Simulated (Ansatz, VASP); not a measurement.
**Two plane-wave programs on BaO**

File POSCAR:

```
BaO
1.0
    0.0000000000      2.6125000000      2.6125000000
    2.6125000000      0.0000000000      2.6125000000
    2.6125000000      2.6125000000      0.0000000000
Ba O
1 1
Direct
    0.0000000000      0.0000000000      0.0000000000
    0.5000000000      0.5000000000      0.5000000000
```

File INCAR.step1:

```
SYSTEM = BaO
PREC = Accurate
ENCUT = 660
ISMEAR = 0
SIGMA = 0.05
LREAL = .FALSE.
LASPH = .TRUE.
NELM = 120
NBANDS = 15
GGA = PE
ALGO = Normal
EDIFF = 1E-5
LWAVE = .TRUE.
LCHARG = .FALSE.
GGA_COMPAT = .FALSE.
```

The input INCAR.step2:

```
SYSTEM = BaO
PREC = Accurate
ENCUT = 660
EDIFF = 1E-6
ISMEAR = 0
SIGMA = 0.05
LREAL = .FALSE.
LASPH = .TRUE.
NELM = 120
ALGO = Normal
ISIF = 2
LWAVE = .FALSE.
LCHARG = .TRUE.
METAGGA = R2SCAN
LMIXTAU = .TRUE.
LELF = .TRUE.
LVHAR = .TRUE.
NBANDS = 15
ISTART = 1
GGA_COMPAT = .FALSE.
```

File KPOINTS:

```
Automatic mesh
0
G
  8 8 8
  0 0 0
```

Input for Ansatz:

```yaml
crystal:
  lattice:
    - [0.0, 2.6125, 2.6125]
    - [2.6125, 0.0, 2.6125]
    - [2.6125, 2.6125, 0.0]
  atoms:
    - { symbol: Ba, position: [0.0, 0.0, 0.0] }
    - { symbol: O, position: [0.5, 0.5, 0.5] }
basis:
  ecutwfc: 500
kpoints:
  mp_grid: { grid: [8, 8, 8] }
hamiltonian:
  xc: r2scan
scf:
  occupations: { method: gaussian, width: 0.05 }
output:
  forces: true
  stress: true
  eigenvalues: true
```

Change from the starting cell: strain -0.050 along x and y, -0.050 along z, atoms carried along.

Alike in both runs: task single point; functional r2SCAN; k mesh 8 × 8 × 8; occupations gaussian, width 0.05 eV; no spin polarisation.

|  | VASP | Ansatz |
| --- | --- | --- |
| version | VASP 6.6.1 | Ansatz 0.2.0 |
| potentials or method | VASP PAW PBE potentials, release 64 (Ba_sv, O), cutoff 660 eV | scalar-relativistic, plane waves, PAW |
| valence electrons in the cell | 16 | 16 |

|  | VASP | Ansatz | Ansatz less VASP |
| --- | --- | --- | --- |
| gap on the k mesh at the Fermi level (eV) | 1.51 | 1.60 | +0.089 |
| least direct gap on the mesh (eV) | 1.51 | 1.60 | +0.089 |
| pressure (GPa) | 23.5 | 20.2 | -3.34 |

VASP's potentials were made for PBE, not for r2SCAN.

Spin-orbit coupling is off throughout.
